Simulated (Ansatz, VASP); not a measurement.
## C in VASP and in Ansatz

INCAR

```
ALGO = Normal
EDIFF = 1E-7
ENCUT = 520
GGA = PS
ISIF = 2
ISMEAR = 0
LASPH = T
LCHARG = F
LREAL = F
LWAVE = F
NBANDS = 16
NELM = 60
PREC = Accurate
SIGMA = 0.15
```

KPOINTS

```
k-points
0
Gamma
  18 18 6
```

The input POSCAR:

```
C
1.0
    2.4587330167      0.0000000000      0.0000000000
   -1.2293665084      2.1293252536      0.0000000000
    0.0000000000      0.0000000000      7.2458067263
C
4
Direct
   -0.1732438402      0.0000000000      0.0025000000
    0.1732438402      0.0000000000      0.5025000000
    0.1600733669      0.6666666667      0.0025000000
    0.8399266331      0.3333333333      0.5025000000
```

Input for Ansatz:

```yaml
crystal:
  lattice:
    - [2.4587330167, 0.0, 0.0]
    - [-1.2293665084, 2.1293252536, 0.0]
    - [0.0, 0.0, 7.2458067263]
  atoms:
    - { symbol: C, position: [-0.1732438402, 0.0, 0.0025] }
    - { symbol: C, position: [0.1732438402, 0.0, 0.5025] }
    - { symbol: C, position: [0.1600733669, 0.6666666667, 0.0025] }
    - { symbol: C, position: [0.8399266331, 0.3333333333, 0.5025] }
basis:
  ecutwfc: 520.0
kpoints:
  mp_grid: { grid: [18, 18, 6] }
hamiltonian:
  xc: pbesol
  pseudopotentials: { kind: paw, azcp: { folder: soft_1 } }
scf:
  occupations: { method: gaussian, width: 0.15 }
output:
  forces: true
  stress: true
  eigenvalues: true
```

Change from the starting cell: mode 4 frozen in at -0.426 Å, normal strain along x +0.0000.

Alike in both runs: task single point; functional PBEsol; k mesh 18 × 18 × 6; occupations gaussian, width 0.15 eV; no spin polarisation.

|  | VASP | Ansatz |
| --- | --- | --- |
| version | VASP 6.6.1 | Ansatz 0.2.0 |
| potentials or method | VASP PAW PBE potentials, release 64 (C), cutoff 520 eV | scalar-relativistic, plane waves, PAW |
| valence electrons in the cell | 16 | 16 |

```tsv
	VASP	Ansatz	Ansatz less VASP
gap on the k mesh at the Fermi level (eV)	none	none	-
least direct gap on the mesh (eV)	0.00	0.00	0.000
pressure (GPa)	0.8	0.1	-0.68
traceless stress, the component that is largest in VASP (GPa)	-0.44	0.31	+0.746
rms of the force components (eV/Å)	0.006	0.006	0.0000
```

VASP's potentials were made for PBE, not for PBEsol, and Ansatz warns of the same on its side. Atom by atom the forces differ by 0.000 eV/Å (rms over components). A gap of «none» marks a metal or a gap that the smearing closes.

A gap of «none» marks a metal or a gap under the smearing width.
